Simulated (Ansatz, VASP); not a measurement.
HfN in VASP and in Ansatz

Contents of INCAR:

```
SYSTEM = HfN
PREC     = Accurate       ! precision mode
ENCUT    = 600            ! plane-wave cutoff, eV
EDIFF    = 1E-6           ! SCF threshold, eV
ISMEAR   = 0              ! smearing method
SIGMA    = 0.1            ! smearing width, eV
LREAL    = .False.        ! projectors in reciprocal space
LASPH    = .True.         ! aspherical terms in the spheres
NELM     = 100            ! most SCF steps
ALGO     = Normal         ! electronic algorithm
ISIF     = 3              ! what is computed and relaxed
LWAVE    = .False.        ! write WAVECAR
LCHARG   = .False.        ! write CHGCAR
GGA      = PS             ! functional
IBRION   = 2              ! ionic algorithm
NSW      = 100            ! ionic steps
EDIFFG   = -0.005         ! ionic threshold
```

Contents of KPOINTS:

```
regular mesh
0
Gamma
  16 16 16
  0 0 0
```

Contents of POSCAR:

```
HfN
1.0
    0.0000000000      2.2524490518      2.2524490518
    2.2524490518      0.0000000000      2.2524490518
    2.2524490518      2.2524490518      0.0000000000
Hf N
1 1
Direct
    0.5000000000      0.5000000000      0.5000000000
    0.0000000000      0.0000000000      0.0000000000
```

Input for Ansatz:

```yaml
crystal:
  lattice:
    - [0.0, 2.2524490518, 2.2524490518]
    - [2.2524490518, 0.0, 2.2524490518]
    - [2.2524490518, 2.2524490518, 0.0]
  atoms:
    - { symbol: Hf, position: [0.5, 0.5, 0.5] }
    - { symbol: "N", position: [0.0, 0.0, 0.0] }
basis:
  ecutwfc: 420
kpoints:
  mp_grid: { grid: [16, 16, 16] }
hamiltonian:
  xc: pbesol
scf:
  occupations: { method: gaussian, width: 0.1 }
output:
  forces: true
  stress: true
  eigenvalues: true
  write_density: true
  write_potential: true
  elf: true
  volumetric_format: npy
relax:
  adjacent_minimum: "off"
  f_tol: 0.005
  max_steps: 80
  cell: { stress_tol: 0.05 }
```

Alike in both runs: task relaxation of cell and atoms; functional PBEsol; k mesh 16 × 16 × 16; occupations gaussian, width 0.1 eV; no spin polarisation.

```csv
,VASP,Ansatz
version,VASP 6.6.1,Ansatz 0.2.0
potentials or method,"VASP PAW PBE potentials, release 64 (Hf_pv, N), cutoff 600 eV","scalar-relativistic, plane waves, PAW"
valence electrons in the cell,15,31
```

```csv
,VASP,Ansatz,Ansatz less VASP
"gap on the k mesh at the Fermi level, each at its own relaxed structure (eV)",none,none,-
relaxed volume (Å³/atom),11.31,11.40,+0.090
relaxed cell length with the largest relative difference (Å),3.175,3.183,+0.0084
```

VASP's potentials were made for PBE, not for PBEsol. A gap of «none» marks a metal or a gap that the smearing closes. VASP's potentials hold 15 valence electrons a cell and Ansatz's 31, so a difference there can come from the potentials and not from the codes.

Spin-orbit coupling is off throughout.
